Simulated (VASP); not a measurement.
# Bi2H3 (Pm-3m) in VASP: further runs

Bi2H3 is run at these levels: PBE; tasks: single point, relaxation of cell and atoms.

All numbers are computed with VASP 6.6.1; they aren't measurements. Logs are shortened: lines on timing, memory, paths and dates and some standing lists are left out, and cuts for length are marked.

**1. The cell of the first run**

Symmetry: Pm-3m, No. 221, cubic system. Conventional cell: a = 4.317 Å, b = 4.317 Å, c = 4.317 Å, α = 90.00°, β = 90.00°, γ = 90.00°. Bi (site symmetry m-3m) has 6 H at 2.16 Å within 2.9 Å. Bi (site symmetry m-3m) has 12 H at 3.05 Å and 8 Bi at 3.74 Å within 4.0 Å. H (site symmetry 4/mmm) has 2 Bi at 2.16 Å within 2.9 Å.

**2. Single point, PBE**

INCAR reads:

```
SYSTEM = Bi2H3
  PREC = Accurate
  ENCUT = 520
  EDIFF = 1E-6
  ISMEAR = 0
  SIGMA = 0.1
  LREAL = .False.
  LASPH = .True.
  NELM = 100
  ALGO = Normal
  ISIF = 2
  LWAVE = .False.
  LCHARG = .False.
  GGA = PE
  NBANDS = 24
```

KPOINTS reads:

```
Automatic mesh
0
Gamma
  4 4 4
  0 0 0
```

POSCAR reads:

```
Bi2H3
1.0
    4.3165551713      0.0000000000      0.0000000000
    0.0000000000      4.3165551713      0.0000000000
    0.0000000000      0.0000000000      4.3165551713
Bi H
2 3
Direct
    0.5000000000      0.5000000000      0.5000000000
    0.0000000000      0.0000000000      0.0000000000
    0.0000000000      0.5000000000      0.5000000000
    0.5000000000      0.0000000000      0.5000000000
    0.5000000000      0.5000000000      0.0000000000
```

Potentials or basis: VASP PAW PBE potentials, release 64 (Bi_d, H).

Launch:

```console
> cat potpaw_PBE.64/Bi_d/POTCAR potpaw_PBE.64/H/POTCAR > POTCAR
> mpirun -np 1 vasp_std > vasp.out
```

OUTCAR:

```text
SYSTEM = Bi2H3
   PREC = Accurate
   ENCUT = 520
   EDIFF = 1E-6
   ISMEAR = 0
   LREAL = .False.
   LASPH = .True.
   NELM = 100
   ISIF = 2
   GGA = PE

 ion  position               nearest neighbor table
   1  0.500  0.500  0.500-   3 2.16   4 2.16   5 2.16   5 2.16   4 2.16   3 2.16   2 3.74   2 3.74
                             2 3.74   2 3.74   2 3.74   2 3.74   2 3.74   2 3.74
   2  0.000  0.000  0.000-   1 3.74   1 3.74   1 3.74   1 3.74   1 3.74   1 3.74   1 3.74   1 3.74

   3  0.000  0.500  0.500-   1 2.16   1 2.16
   4  0.500  0.000  0.500-   1 2.16   1 2.16
   5  0.500  0.500  0.000-   1 2.16   1 2.16

  LATTYP: Found a simple cubic cell.
 ALAT       =     4.3165551713

  Lattice vectors:

 A1 = (   4.3165551713,   0.0000000000,   0.0000000000)
 A2 = (   0.0000000000,   4.3165551713,   0.0000000000)
 A3 = (   0.0000000000,   0.0000000000,   4.3165551713)

Analysis of symmetry for initial positions (statically):
=====================================================================
 Subroutine PRICEL returns:
 Original cell was already a primitive cell.

 Routine SETGRP: Setting up the symmetry group for a
 simple cubic supercell.

 Subroutine GETGRP returns: Found 48 space group operations
 (whereof 48 operations were pure point group operations)
 out of a pool of 48 trial point group operations.

The static configuration has the point symmetry O_h .

Analysis of symmetry for dynamics (positions and initial velocities):
=====================================================================
 Subroutine PRICEL returns:
 Original cell was already a primitive cell.

 Routine SETGRP: Setting up the symmetry group for a
 simple cubic supercell.

 Subroutine GETGRP returns: Found 48 space group operations
 (whereof 48 operations were pure point group operations)
 out of a pool of 48 trial point group operations.

The dynamic configuration has the point symmetry O_h .

 Subroutine INISYM returns: Found 48 space group operations
 (whereof 48 operations are pure point group operations),
 and found     1 'primitive' translations

----------------------------------------------------------------------------------------

                                     Primitive cell

  volume of cell :      80.4289

  direct lattice vectors                    reciprocal lattice vectors
     4.316555171  0.000000000  0.000000000     0.231666215  0.000000000  0.000000000
[... 78 lines left out ...]
   LREAL  =      F    real-space projection
   EDIFFG = 0.1E-04   stopping-criterion for IOM
   NSW    =      0    number of steps for IOM
   IBRION =     -1    ionic relax: 0-MD 1-quasi-New 2-CG
   NFREE  =      0    steps in history (QN), initial steepest desc. (CG)
   ISIF   =      2    stress and relaxation
   ISYM   =      2    0-nonsym 1-usesym 2-fastsym
   POTIM  = 0.5000    time-step for ionic-motion
   TEBEG  =    0.0;   TEEND  =   0.0 temperature during run
   PSTRESS=    0.0 pullay stress
   NELECT =      33.0000    total number of electrons
   NUPDOWN=      -1.0000    fix difference up-down
   EMIN   =  10.00;   EMAX   =-10.00  energy-range for DOS
   EFERMI =   0.00;   METHOD = LEGACY
   ISMEAR =     0;   SIGMA  =   0.10  broadening in eV -4-tet -1-fermi 0-gaus
   EFERMI_NEDOS =   21; number of points for ismear=-14 and -15
   IALGO  =     38    algorithm
   IMIX   =      4    mixing-type and parameters
     AMIX     =   0.40;   BMIX     =  1.00
     AMIX_MAG =   1.60;   BMIX_MAG =  1.00
  volume/ion in A,a.u.               =      16.09       108.55
  Fermi-wavevector in a.u.,A,eV,Ry     =   1.216491  2.298834 20.134582  1.479850
  Thomas-Fermi vector in A             =   2.351843
   LORBIT       =      0    0 simple, 1 ext, 2 COOP (PROOUT), +10 PAW based schemes
   GGA     = PE    functional components
   LHFCALC =     F    Hartree Fock is set to
   AEXX    =    0.0000 exact exchange contribution
   IVDW    =     0    specifies the selected vdW correction
   LEPSILON=     F    determine dielectric tensor
   LRPA    =     F    only Hartree local field effects (RPA)
 non-spin polarized calculation
 Gauss-broadening in eV      SIGMA  =   0.10
  energy-cutoff  :      520.00
  volume of cell :       80.43
 maximum number of plane-waves:      2178
   NGX = 17   NGY = 17   NGZ = 17

 number of electron      33.0000002 magnetization

 Free energy of the ion-electron system (eV)
  ---------------------------------------------------
  ext. energy  EPLUGINS =         0.00000000
  ---------------------------------------------------
  free energy    TOTEN  =       -14.14463573 eV

  energy without entropy =      -14.11294246  energy(sigma->0) =      -14.12878910

 E-fermi :   5.9032     XC(G=0):  -9.7777

 val. band max:        5.6605811944   @ k =   0.5000   0.0000   0.0000
 cond. band min:       5.9034253770   @ k =   0.5000   0.2500   0.0000
 fundamental gap:      0.2428441827
 Fermi energy:         5.9032217415

 k-point     1 :       0.0000    0.0000    0.0000
  band No.  band energies     occupation
      1     -17.3809      2.00000
      2     -17.3809      2.00000
      3     -17.3724      2.00000
      4     -17.3724      2.00000
      5     -17.3724      2.00000
      6     -17.0306      2.00000
[... 259 lines left out ...]
     23      16.9949      0.00000
     24      16.9949      0.00000

------------------------ aborting loop because EDIFF is reached ----------------------------------------

  FORCE on cell =-STRESS in cart. coord.  units (eV):
  Direction    XX          YY          ZZ          XY          YZ          ZX
  --------------------------------------------------------------------------------------
  -------------------------------------------------------------------------------------
  Total       -0.1750716     -0.1750716     -0.1750716     -0.0000000     -0.0000000      0.0000000
  in kB       -3.4875016     -3.4875016     -3.4875016     -0.0000000     -0.0000000      0.0000000
  external PRESSURE =      -3.4875016 kB  Pullay stress =       0.0000000 kB

 VOLUME and BASIS-vectors are now :
 -----------------------------------------------------------------------------
  energy-cutoff  :      520.00
  volume of cell :       80.43
      direct lattice vectors                 reciprocal lattice vectors
     4.316555171  0.000000000  0.000000000     0.231666215  0.000000000  0.000000000
     0.000000000  4.316555171  0.000000000     0.000000000  0.231666215  0.000000000
     0.000000000  0.000000000  4.316555171     0.000000000  0.000000000  0.231666215

 POSITION                                       TOTAL-FORCE (eV/Angst)
 -----------------------------------------------------------------------------------
      2.15828      2.15828      2.15828         0.000000      0.000000      0.000000
      0.00000      0.00000      0.00000         0.000000      0.000000      0.000000
      0.00000      2.15828      2.15828         0.000000      0.000000      0.000000
      2.15828      0.00000      2.15828         0.000000      0.000000      0.000000
      2.15828      2.15828      0.00000         0.000000      0.000000      0.000000
 -----------------------------------------------------------------------------------
    total drift:                                0.000000      0.000000     -0.000000

  FREE ENERGIE OF THE ION-ELECTRON SYSTEM (eV)
  ---------------------------------------------------
  free  energy   TOTEN  =       -14.1446357332 eV

  energy  without entropy=      -14.1129424615  energy(sigma->0) =      -14.12878910
```

OSZICAR:

```text
N       E                     dE             d eps       ncg     rms          rms(c)
DAV:   1     0.319927360179E+03    0.31993E+03   -0.16597E+04   480   0.154E+03
DAV:   2     0.131768174355E+02   -0.30675E+03   -0.29682E+03   504   0.434E+02
DAV:   3    -0.139112350505E+02   -0.27088E+02   -0.26599E+02   600   0.140E+02
DAV:   4    -0.148073692837E+02   -0.89613E+00   -0.89562E+00   592   0.280E+01
DAV:   5    -0.148522540069E+02   -0.44885E-01   -0.44884E-01   744   0.557E+00    0.384E+00
DAV:   6    -0.142199720810E+02    0.63228E+00   -0.56155E-01   592   0.722E+00    0.166E+00
DAV:   7    -0.141500675643E+02    0.69905E-01   -0.27935E-01   552   0.368E+00    0.532E-01
DAV:   8    -0.141438582738E+02    0.62093E-02   -0.30872E-02   608   0.149E+00    0.273E-01
DAV:   9    -0.141449654004E+02   -0.11071E-02   -0.68396E-03   576   0.915E-01    0.108E-01
DAV:  10    -0.141446521646E+02    0.31324E-03   -0.82076E-04   584   0.354E-01    0.474E-02
DAV:  11    -0.141446467437E+02    0.54209E-05   -0.26842E-04   568   0.172E-01    0.177E-02
DAV:  12    -0.141446357043E+02    0.11039E-04   -0.33904E-05   664   0.553E-02    0.336E-03
DAV:  13    -0.141446357332E+02   -0.28871E-07   -0.50808E-06   472   0.154E-02
   1 F= -.14144636E+02 E0= -.14128789E+02  d E =-.316933E-01
```

stdout:

```text
POSCAR found type information on POSCAR BiH
 POSCAR found :  2 types and       5 ions
 scaLAPACK will be used
 LDA part: xc-table for (Slater+PW92), standard interpolation
 POSCAR, INCAR and KPOINTS ok, starting setup
 FFT: planning ... GRIDC
 FFT: planning ... GRID_SOFT
 FFT: planning ... GRID
 WAVECAR not read
 entering main loop
```

Run time: 15 s. Hardware: 1 thread of Intel Xeon Platinum 8488C (Sapphire Rapids), shared host; peak memory 0.18 GiB.

What came out:

| Quantity | Value |
| --- | --- |
| Free energy | -14.1446 eV |
| Pressure | -0.3 GPa |

Levels at points of the mesh, in eV from the Fermi level:
```csv
k point,band 15,band 16,band 17,band 18,band 19,band 20
"(0.00, 0.00, 0.00)",-2.03,-2.03,-2.03,1.55,2.84,2.84
"(0.50, 0.00, 0.00)",-2.24,-0.24,-0.24,0.12,0.12,2.69
"(0.50, 0.50, 0.00)",-1.22,0.16,0.16,0.29,0.71,4.24
"(0.50, 0.50, 0.50)",-5.69,-2.22,-2.22,-2.22,7.23,7.23
```

Caveat: the k points lie up to 0.36 Å⁻¹ apart; spin-orbit coupling is left out, which moves the levels of the heavy elements.

**3. Relaxation of cell and atoms, PBE**

This run uses another cell than the first one, of 19.93 Å³/atom, 1.239 times its volume.

INCAR reads:

```
ALGO = Normal ; EDIFF = 1E-6
EDIFFG = -0.04 ; ENCUT = 600
GGA = PE ; IBRION = 2
ISIF = 3 ; ISMEAR = 0
LASPH = True ; LCHARG = False
LREAL = False ; LWAVE = False
NELM = 100 ; NSW = 90
PREC = Accurate ; SIGMA = 0.1
```

KPOINTS reads:

```
k-points
0
Gamma
  4 4 4
```

Edit POSCAR of step 2 so:

```diff
@@ -2,5 +2,5 @@
 1.0
-    4.3165551713      0.0000000000      0.0000000000
-    0.0000000000      4.3165551713      0.0000000000
-    0.0000000000      0.0000000000      4.3165551713
+    4.6364250200      0.0000000000      0.0000000000
+    0.0000000000      4.6364250200      0.0000000000
+    0.0000000000      0.0000000000      4.6364250200
 Bi H
```

Potentials or basis: VASP PAW PBE potentials, release 64 (Bi_d, H).

Launch:

```console
> cat potpaw_PBE.64/Bi_d/POTCAR potpaw_PBE.64/H/POTCAR > POTCAR
> mpirun -np 1 vasp_std > vasp.out
```

Run time: 90 s. Hardware: 1 thread of Intel Xeon Platinum 8488C (Sapphire Rapids), shared host; peak memory 0.25 GiB.

The run converged. Its results:

* Free energy: -14.1470 eV
* Relaxed volume: 15.98 Å³/atom
* Relaxed cell: a = 4.307 Å, b = 4.307 Å, c = 4.307 Å, α = 90.00°, β = 90.00°, γ = 90.00°
* Space group after relaxing (to 0.05 Å): Pm-3m (No. 221)
* Energy gained by relaxing: 101.3 meV/atom
* Ionic steps: 4
* Pressure after relaxing: 0.1 GPa

The path:
```
step  energy change (eV)  largest force (eV/Å)  pressure (GPa)  volume (Å³)
   1              0.0000                0.0000           -6.86        99.67
   2             -0.4066                0.0000           -3.77        87.86
   3             -0.5043                0.0000           -0.67        81.18
   4             -0.5067                0.0000            0.12        79.91
```

Final structure:
```
Bi H
1.0
     4.30729    0.00000    0.00000
     0.00000    4.30729    0.00000
     0.00000    0.00000    4.30729
Bi H
2 3
Direct
  0.50000 0.50000 0.50000
  0.00000 0.00000 0.00000
  0.00000 0.50000 0.50000
  0.50000 0.00000 0.50000
  0.50000 0.50000 0.00000
```

Levels at points of the mesh, in eV from the Fermi level:
| k point | band 15 | band 16 | band 17 | band 18 | band 19 | band 20 |
| --- | --- | --- | --- | --- | --- | --- |
| (0.00, 0.00, 0.00) | -2.05 | -2.05 | -2.05 | 1.59 | 2.87 | 2.87 |
| (0.50, 0.00, 0.00) | -2.24 | -0.25 | -0.25 | 0.13 | 0.13 | 2.72 |
| (0.50, 0.50, 0.00) | -1.21 | 0.16 | 0.16 | 0.29 | 0.72 | 4.25 |
| (0.50, 0.50, 0.50) | -5.73 | -2.24 | -2.24 | -2.24 | 7.27 | 7.27 |

Caveat: the volume moved by over 15 % at a fixed basis, so the end points are rough; spin-orbit coupling is left out, which moves the levels of the heavy elements.

**4. Single point, PBE**

This run uses another cell than the first one, of 19.93 Å³/atom, 1.239 times its volume.

INCAR reads:

```
SYSTEM = Bi2H3
ALGO = Normal ; EDIFF = 1E-7
ENCUT = 520 ; GGA = PE
ISIF = 2 ; ISMEAR = 0
LASPH = .True. ; LCHARG = .False.
LREAL = .False. ; LWAVE = .False.
NBANDS = 24 ; NELM = 60
PREC = Accurate ; SIGMA = 0.1
```

KPOINTS reads:

```
k-points
0
Gamma
  4 4 4
  0 0 0
```

POSCAR is that of step 3.

Launch:

```console
> cat potpaw_PBE.64/Bi_d/POTCAR potpaw_PBE.64/H/POTCAR > POTCAR
> mpirun -np 1 vasp_std > vasp.out
```

It took 23 s on 1 thread of Intel Xeon Platinum 8375C at 2.90GHz (Ice Lake), shared host; peak memory 0.21 GiB.

It converged, with:

```
Free energy : -13.6400 eV
Pressure    : -6.9 GPa
```

Levels at points of the mesh, in eV from the Fermi level:
```csv
k point,band 14,band 15,band 16,band 17,band 18,band 19,band 20,band 21
"(0.00, 0.00, 0.00)",-2.12,-1.55,-1.55,-1.55,0.28,1.99,1.99,1.99
"(0.50, 0.00, 0.00)",-2.31,-1.97,-0.17,-0.17,0.07,0.07,1.93,4.89
"(0.50, 0.50, 0.00)",-5.28,-1.32,0.14,0.14,0.19,0.46,4.00,5.83
"(0.50, 0.50, 0.50)",-4.68,-4.68,-1.62,-1.62,-1.62,5.93,5.93,5.93
```

Caveat: spin-orbit coupling is left out, which moves the levels of the heavy elements.

**5. Overview**

```tsv
task	cell	cutoff (eV)	gap on the mesh (eV)	pressure (GPa)
single point	a = 4.317 Å, 5 atoms	520	none	-0.3
relaxation of cell and atoms	relaxed from a = 4.636 Å, 5 atoms	600	none	0.1
single point	a = 4.636 Å, 5 atoms	520	none	-6.9
```

Alike in all rows: level PBE; potentials or basis VASP PAW PBE potentials, release 64 (Bi_d, H); no spin polarisation; k mesh 4 × 4 × 4; smearing gaussian 0.1 eV.

Caveats: some runs use coarse meshes; spin-orbit coupling is left out, which moves the levels of the heavy elements; the volume moved by over 15 % at a fixed basis, so the end points are rough (some runs).

Absolute energies hang on the potentials; compare differences alone.
